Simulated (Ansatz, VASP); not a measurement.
**MgS: VASP beside Ansatz**

INCAR

```
  ALGO = Normal
  EDIFF = 1E-6
  ENCUT = 520
  GGA = PE
  ISIF = 2
  ISMEAR = 0
  LASPH = T
  LCHARG = T
  LELF = T
  LREAL = F
  LVHAR = T
  LWAVE = F
  NBANDS = 16
  NELM = 80
  PREC = Accurate
  SIGMA = 0.02
```

Contents of KPOINTS:

```
k-points
0
Gamma
  6 6 4
```

File POSCAR:

```
MgS
1.0
    2.8486069961      2.8486069961      0.0000000000
   -2.8486069961      2.8486069961      0.0000000000
    0.0000000000      0.0000000000      5.6972139921
Mg S
2 2
Direct
    0.0000000000      0.0000000000      0.0000000000
    0.5000000000      0.5000000000      0.5000000000
    0.5000000000      0.0000000000      0.2500000000
    0.0000000000      0.5000000000      0.7500000000
```

Input for Ansatz:

```yaml
crystal:
  lattice:
    - [2.8486069961, 2.8486069961, 0.0]
    - [-2.8486069961, 2.8486069961, 0.0]
    - [0.0, 0.0, 5.6972139921]
  atoms:
    - { symbol: Mg, position: [0.0, 0.0, 0.0] }
    - { symbol: Mg, position: [0.5, 0.5, 0.5] }
    - { symbol: S, position: [0.5, 0.0, 0.25] }
    - { symbol: S, position: [0.0, 0.5, 0.75] }
basis:
  ecutwfc: 420
kpoints:
  mp_grid: { grid: [6, 6, 4] }
hamiltonian:
  xc: pbe
scf:
  occupations: { method: gaussian, width: 0.02 }
output:
  forces: true
  stress: true
  eigenvalues: true
```

Alike in both runs: task single point; functional PBE; k mesh 6 × 6 × 4; occupations gaussian, width 0.02 eV; no spin polarisation.

|  | VASP | Ansatz |
| --- | --- | --- |
| version | VASP 6.6.1 | Ansatz 0.2.0 |
| potentials or method | VASP PAW PBE potentials, release 64 (Mg, S), cutoff 520 eV | scalar-relativistic, plane waves, PAW |
| valence electrons in the cell | 16 | 32 |

Ansatz gave:

* gap on the k mesh at the Fermi level (eV): 3.37
* least direct gap on the mesh (eV): 3.37
* pressure (GPa): 0.0

Q: What did VASP give for the same quantities?

A: gap on the k mesh at the Fermi level (eV): 3.37; least direct gap on the mesh (eV): 3.37; pressure (GPa): -0.1.

VASP's potentials hold 16 valence electrons a cell and Ansatz's 32, so a difference there can come from the potentials and not from the codes.
